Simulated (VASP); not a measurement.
# Ge in VASP: a series of runs

The runs below take Ge through single point, with PBE.

Program: VASP 6.6.1. These are calculated values, not measurements. Logs are shortened: lines on timing, memory, paths and dates and some standing lists are left out, and cuts for length are marked.

## 1. The cell of the first run

The cell holds an amorphous packing of atoms, 14 atoms: a = 6.680 Å, b = 7.035 Å, c = 6.879 Å, α = 92.79°, β = 92.55°, γ = 89.61°.

## 2. Single point, PBE

Contents of INCAR:

```
SYSTEM = Ge
PREC     = Accurate       ! precision mode
ENCUT    = 520            ! plane-wave cutoff, eV
EDIFF    = 1E-6           ! SCF threshold, eV
ISMEAR   = -1             ! smearing method
SIGMA    = 0.2585         ! smearing width, eV
LREAL    = .False.        ! projectors in reciprocal space
LASPH    = .True.         ! aspherical terms in the spheres
NELM     = 80             ! most SCF steps
ALGO     = Normal         ! electronic algorithm
ISIF     = 2              ! what is computed and relaxed
LWAVE    = .False.        ! write WAVECAR
LCHARG   = .True.         ! write CHGCAR
GGA      = PE             ! functional
LELF     = .True.         ! ELF
LVHAR    = .True.       
ISYM     = 0            
NBANDS   = 111            ! bands
```

Contents of KPOINTS:

```
Automatic mesh
0
Gamma
  1 1 1
  0.25 0.25 0.25
```

Contents of POSCAR:

```
Ge
1.0
    6.6784480000      0.0216250000     -0.1503050000
    0.0216250000      7.0326220000     -0.1691540000
   -0.1503050000     -0.1691540000      6.8752970000
Ge
14
Direct
    0.2215817162      0.7848946483      0.9440691666
    0.7119160404      0.1987355994      0.7577919124
    0.8480944472      0.7043658517      0.7873229531
    1.0091628986      0.2354447124      0.4488502307
    0.2628833979      0.1894202775      0.1122472072
   -0.0511156513      0.8859226268      0.1599937309
    0.1824507343      0.6394488636      0.5271802208
    0.9218104136      0.5150602692      1.0961451147
    0.5399023727      0.5404690987      0.5256882046
    0.2979540696      0.4449610477      0.8346897490
    0.3358499832      0.0471505265      0.5116614790
    0.6515278953      0.7780953536      0.2566879426
    0.6148070249      0.3040564344      0.3073481672
    0.8825131891      0.9117896328      0.5203079966
```

Potentials or basis: VASP PAW PBE potentials, release 64 (Ge_d).

Run with:

```
cat potpaw_PBE.64/Ge_d/POTCAR > POTCAR
mpirun -np 1 vasp_std > vasp.out
```

OUTCAR:

```text
SYSTEM = Ge
   PREC = Accurate
   ENCUT = 520
   EDIFF = 1E-6
   ISMEAR = -1
   LREAL = .False.
   LASPH = .True.
   NELM = 80
   ISIF = 2
   GGA = PE
   ISYM = 0

 ion  position               nearest neighbor table
   1  0.222  0.785  0.944-   6 2.48  10 2.53   3 2.73
   2  0.712  0.199  0.758-  14 2.80
   3  0.848  0.704  0.787-  14 2.42   8 2.59   1 2.73   6 2.86   9 2.88
   4  0.009  0.235  0.449-  14 2.51  11 2.58  13 2.81
   5  0.263  0.189  0.112-  10 2.70  13 2.76
   6  0.949  0.886  0.160-  12 2.27   1 2.48  14 2.53   8 2.63   3 2.86
   7  0.182  0.639  0.527-   9 2.48  10 2.66  14 2.76
   8  0.922  0.515  0.096-   3 2.59   6 2.63  12 2.80
   9  0.540  0.540  0.526-  13 2.25   7 2.48  12 2.69  10 2.84   3 2.88
  10  0.298  0.445  0.835-   1 2.53   7 2.66   5 2.70   9 2.84
  11  0.336  0.047  0.512-   4 2.58
  12  0.652  0.778  0.257-   6 2.27  14 2.48   9 2.69   8 2.80
  13  0.615  0.304  0.307-   9 2.25   5 2.76   4 2.81
  14  0.883  0.912  0.520-   3 2.42  12 2.48   4 2.51   6 2.53   7 2.76   2 2.80

IMPORTANT INFORMATION: All symmetrisations will be switched off!
NOSYMM: (Re-)initialisation of all symmetry stuff for point group C_1.

----------------------------------------------------------------------------------------

                                     Primitive cell

  volume of cell :     322.5600

  direct lattice vectors                    reciprocal lattice vectors
     6.678448000  0.021625000 -0.150305000     0.149810122 -0.000382111  0.003265688
     0.021625000  7.032622000 -0.169154000    -0.000382111  0.142279647  0.003492175
    -0.150305000 -0.169154000  6.875297000     0.003265688  0.003492175  0.145605574

  length of vectors
     6.680174169  7.034689255  6.879019807     0.149846199  0.142323011  0.145684052

  position of ions in fractional coordinates (direct lattice)
     0.221581716  0.784894648  0.944069167
     0.711916040  0.198735599  0.757791912
     0.848094447  0.704365852  0.787322953
     0.009162899  0.235444712  0.448850231
     0.262883398  0.189420277  0.112247207
     0.948884349  0.885922627  0.159993731
     0.182450734  0.639448864  0.527180221
     0.921810414  0.515060269  0.096145115
     0.539902373  0.540469099  0.525688205
     0.297954070  0.444961048  0.834689749
     0.335849983  0.047150526  0.511661479
     0.651527895  0.778095354  0.256687943
     0.614807025  0.304056434  0.307348167
     0.882513189  0.911789633  0.520307997

  ion indices of the primitive-cell ions
   primitive index   ion index
                 1           1
                 2           2
                 3           3
                 4           4
                 5           5
                 6           6
                 7           7
                 8           8
                 9           9
                10          10
                11          11
                12          12
                13          13
                14          14

----------------------------------------------------------------------------------------

 KPOINTS: Automatic mesh

Automatic generation of k-mesh.
 Grid dimensions read from file:
 generate k-points for:    1    1    1

 Generating k-lattice:

  Cartesian coordinates                     Fractional coordinates (reciprocal lattice)
     0.149810122 -0.000382111  0.003265688     1.000000000  0.000000000  0.000000000
    -0.000382111  0.142279647  0.003492175     0.000000000  1.000000000  0.000000000
     0.003265688  0.003492175  0.145605574     0.000000000  0.000000000  1.000000000

  Length of vectors
     0.149846199  0.142323011  0.145684052

  Shift w.r.t. Gamma in fractional coordinates (k-lattice)
     0.250000000  0.250000000  0.250000000

 Subroutine IBZKPT returns following result:
 ===========================================

 Found      1 irreducible k-points:

 Following reciprocal coordinates:
            Coordinates               Weight
  0.250000  0.250000  0.250000      2.000000
   k-points           NKPTS =      1   k-points in BZ     NKDIM =      1   number of bands    NBANDS=    111
   number of dos      NEDOS =    301   number of ions     NIONS =     14
   total plane-waves  NPLWV = 145800
   dimension x,y,z NGX =    50 NGY =   54 NGZ =   54
   dimension x,y,z NGXF=   100 NGYF=  108 NGZF=  108
   ions per type =              14
   NGX,Y,Z   is equivalent  to a cutoff of  12.44, 12.76, 13.05 a.u.
   NGXF,Y,Z  is equivalent  to a cutoff of  24.89, 25.52, 26.10 a.u.
 SYSTEM =  Ge
   PREC   = accura    normal or accurate (medium, high low for compatibility)
   ISTART =      0    job   : 0-new  1-cont  2-samecut
   ICHARG =      2    charge: 1-file 2-atom 10-const
   ISPIN  =      1    spin polarized calculation?
   LNONCOLLINEAR =      F non collinear calculations
   LSORBIT =      F    spin-orbit coupling
   LASPH  =      T    aspherical Exc in radial PAW
   ENCUT  =  520.0 eV  38.22 Ry    6.18 a.u.  12.42 13.08 12.79*2*pi/ulx,y,z
   NELM   =     80;   NELMIN=  2; NELMDL= -5     # of ELM steps
   EDIFF  = 0.1E-05   stopping-criterion for ELM
   LREAL  =      F    real-space projection
   EDIFFG = 0.1E-04   stopping-criterion for IOM
   NSW    =      0    number of steps for IOM
   IBRION =     -1    ionic relax: 0-MD 1-quasi-New 2-CG
   NFREE  =      0    steps in history (QN), initial steepest desc. (CG)
   ISIF   =      2    stress and relaxation
   ISYM   =      0    0-nonsym 1-usesym 2-fastsym
   POTIM  = 0.5000    time-step for ionic-motion
   TEBEG  =    0.0;   TEEND  =   0.0 temperature during run
   PSTRESS=    0.0 pullay stress
   NELECT =     196.0000    total number of electrons
   NUPDOWN=      -1.0000    fix difference up-down
   EMIN   =  10.00;   EMAX   =-10.00  energy-range for DOS
   EFERMI =   0.00;   METHOD = LEGACY
   ISMEAR =    -1;   SIGMA  =   0.26  broadening in eV -4-tet -1-fermi 0-gaus
   EFERMI_NEDOS =   21; number of points for ismear=-14 and -15
   IALGO  =     38    algorithm
   IMIX   =      4    mixing-type and parameters
     AMIX     =   0.40;   BMIX     =  1.00
     AMIX_MAG =   1.60;   BMIX_MAG =  1.00
  volume/ion in A,a.u.               =      23.04       155.48
  Fermi-wavevector in a.u.,A,eV,Ry     =   1.386618  2.620327 26.160033  1.922708
  Thomas-Fermi vector in A             =   2.510916
   LORBIT       =      0    0 simple, 1 ext, 2 COOP (PROOUT), +10 PAW based schemes
   GGA     = PE    functional components
   LHFCALC =     F    Hartree Fock is set to
   AEXX    =    0.0000 exact exchange contribution
   IVDW    =     0    specifies the selected vdW correction
   LEPSILON=     F    determine dielectric tensor
   LRPA    =     F    only Hartree local field effects (RPA)
 non-spin polarized calculation
  energy-cutoff  :      520.00
  volume of cell :      322.56
 maximum number of plane-waves:      8680
 NGX is ok and might be reduce to    50
   NGX = 25   NGY = 27   NGZ = 25

 number of electron     195.9999967 magnetization

 Free energy of the ion-electron system (eV)
  ---------------------------------------------------
  ext. energy  EPLUGINS =         0.00000000
  ---------------------------------------------------
  free energy    TOTEN  =       -56.05761076 eV

  energy without entropy =      -54.48928384  energy(sigma->0) =      -55.27344730

 E-fermi :   4.8444     XC(G=0): -10.0687

 val. band max:        4.6757253810   @ k =   0.2500   0.2500   0.2500
 cond. band min:       4.9803466523   @ k =   0.2500   0.2500   0.2500
 fundamental gap:      0.3046212713
 Fermi energy:         4.8444215349

 k-point     1 :       0.2500    0.2500    0.2500
  band No.  band energies     occupation
      1     -20.2629      2.00000
      2     -20.2571      2.00000
      3     -20.2097      2.00000
      4     -20.1771      2.00000
      5     -20.1702      2.00000
      6     -20.1546      2.00000
[... 102 lines left out ...]
    109       7.4886      0.00007
    110       7.6331      0.00004
 [bands above 110 left out]

------------------------ aborting loop because EDIFF is reached ----------------------------------------

  FORCE on cell =-STRESS in cart. coord.  units (eV):
  Direction    XX          YY          ZZ          XY          YZ          ZX
  --------------------------------------------------------------------------------------
  -------------------------------------------------------------------------------------
  Total        6.0089302     10.4138162      0.9795889      4.6909101      7.6932686     -5.1486248
  in kB       29.8467633     51.7261307      4.8656844     23.3000684     38.2129864    -25.5735679
  external PRESSURE =      28.8128595 kB  Pullay stress =       0.0000000 kB

 VOLUME and BASIS-vectors are now :
 -----------------------------------------------------------------------------
  energy-cutoff  :      520.00
  volume of cell :      322.56
      direct lattice vectors                 reciprocal lattice vectors
     6.678448000  0.021625000 -0.150305000     0.149810122 -0.000382111  0.003265688
     0.021625000  7.032622000 -0.169154000    -0.000382111  0.142279647  0.003492175
    -0.150305000 -0.169154000  6.875297000     0.003265688  0.003492175  0.145605574

 POSITION                                       TOTAL-FORCE (eV/Angst)
 -----------------------------------------------------------------------------------
      1.35490      5.36497      6.32468         0.669081      0.853683     -0.070620
      4.64489      1.28484      5.06942        -0.943667      0.114119     -0.182828
      5.56085      4.83870      5.16646        -0.661477     -0.374825      0.158574
     -0.00118      1.58007      3.04478        -0.031447      1.455912      0.132087
      1.74288      1.31882      0.70018         0.074951     -0.843028      0.632421
      6.33218      6.22382      0.80753         1.885292      1.913446     -1.270675
      1.15308      4.41177      3.48893        -1.041284      0.197160     -0.519357
      6.15295      3.62589      0.43535         0.332740     -1.312323      0.524606
      3.53838      3.72367      3.44169         0.773656      1.260850      1.897561
      1.87404      2.99450      5.61869         0.493577     -0.517982     -0.105374
      2.16707      0.25231      3.45937         0.433403     -0.528066     -0.329163
      4.32944      5.44272      1.53526        -2.904117     -0.592562      0.230060
      4.06634      2.09962      1.96927         0.572112     -1.768828     -1.609468
      5.83533      6.34334      3.29039         0.347179      0.142444      0.512176
 -----------------------------------------------------------------------------------
    total drift:                                0.004171     -0.000890      0.002094

  FREE ENERGIE OF THE ION-ELECTRON SYSTEM (eV)
  ---------------------------------------------------
  free  energy   TOTEN  =       -56.0576107598 eV

  energy  without entropy=      -54.4892838449  energy(sigma->0) =      -55.27344730
```

Run time: 91 s. Hardware: 1 thread of Intel Xeon Platinum 8259CL at 2.50GHz (Skylake/Cascade Lake), shared host; peak memory 0.35 GiB.

Results:

| Item | Value |
| --- | --- |
| Free energy | -56.0576 eV |
| Pressure | 2.9 GPa |
| Largest force | 2.973 eV/Å |
| Band gap on the k mesh | 0.30 eV |

Forces in eV/Å, atoms in the order of the input:
```
Ge   0.669  0.854 -0.071
Ge  -0.944  0.114 -0.183
Ge  -0.661 -0.375  0.159
Ge  -0.031  1.456  0.132
Ge   0.075 -0.843  0.632
Ge   1.885  1.913 -1.271
Ge  -1.041  0.197 -0.519
Ge   0.333 -1.312  0.525
Ge   0.774  1.261  1.898
Ge   0.494 -0.518 -0.105
Ge   0.433 -0.528 -0.329
Ge  -2.904 -0.593  0.230
Ge   0.572 -1.769 -1.609
Ge   0.347  0.142  0.512
```

Levels at points of the mesh, in eV from the valence-band top:
| k point | band 96 | band 97 | band 98 | band 99 | band 100 | band 101 |
| --- | --- | --- | --- | --- | --- | --- |
| (0.25, 0.25, 0.25) | -0.47 | -0.20 | 0.00 | 0.30 | 0.59 | 0.93 |

Caveat: the k points lie up to 0.94 Å⁻¹ apart.

[end of part 1 of 2]
